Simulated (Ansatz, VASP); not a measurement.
## Cs: VASP beside Ansatz

Contents of INCAR:

```
SYSTEM = Cs
  AGGAC = 1.0
  AGGAX = 1.0
  ALDAC = 0.0
  ALDAX = 1.0
  ALGO = Normal
  EDIFF = 1E-6
  ENCUT = 520
  GGA = B5
  ISIF = 2
  ISMEAR = -1
  LASPH = .TRUE.
  LCHARG = .TRUE.
  LELF = .TRUE.
  LREAL = .FALSE.
  LVHAR = .TRUE.
  LWAVE = .FALSE.
  NBANDS = 10
  NELM = 100
  PREC = Accurate
  SIGMA = 0.1
```

KPOINTS

```
k-points
0
G
  12 12 12
  0 0 0
```

Contents of POSCAR:

```
Cs
1.0
   -3.0575641346      3.0575641346      3.0575641346
    3.0575641346     -3.0575641346      3.0575641346
    3.0575641346      3.0575641346     -3.0575641346
Cs
1
Direct
    0.0000000000      0.0000000000      0.0000000000
```

Input for Ansatz:

```yaml
crystal:
  lattice:
    - [-3.0575641346, 3.0575641346, 3.0575641346]
    - [3.0575641346, -3.0575641346, 3.0575641346]
    - [3.0575641346, 3.0575641346, -3.0575641346]
  atoms:
    - { symbol: Cs, position: [0.0, 0.0, 0.0] }
hamiltonian:
  xc: blyp
  pseudopotentials:
    kind: paw
    azcp:
      Cs: "pseudopotentials/Cs.paw.azcp"
basis:
  ecutwfc: 420
  fft_grid_basis: typed
kpoints:
  mp_grid: { grid: [12, 12, 12], shift: [0, 0, 0] }
magnetization:
  spin_polarized: false
scf:
  occupations: { method: fermi_dirac, width: 0.1 }
output:
  stress: true
```

Alike in both runs: task single point; functional BLYP; k mesh 12 × 12 × 12; occupations fermi-dirac, width 0.1 eV; no spin polarisation.

|  | VASP | Ansatz |
| --- | --- | --- |
| version | VASP 6.6.1 | Ansatz 0.2.0 |
| potentials or method | VASP PAW PBE potentials, release 64 (Cs_sv), cutoff 520 eV | plane waves (420 eV) with PAW, scalar-relativistic |
| valence electrons in the cell | 9 | 9 |

```csv
,VASP,Ansatz,Ansatz less VASP
pressure (GPa),0.2,0.2,0.00
```

VASP's potentials were made for PBE, not for BLYP.

Spin-orbit coupling is off throughout.
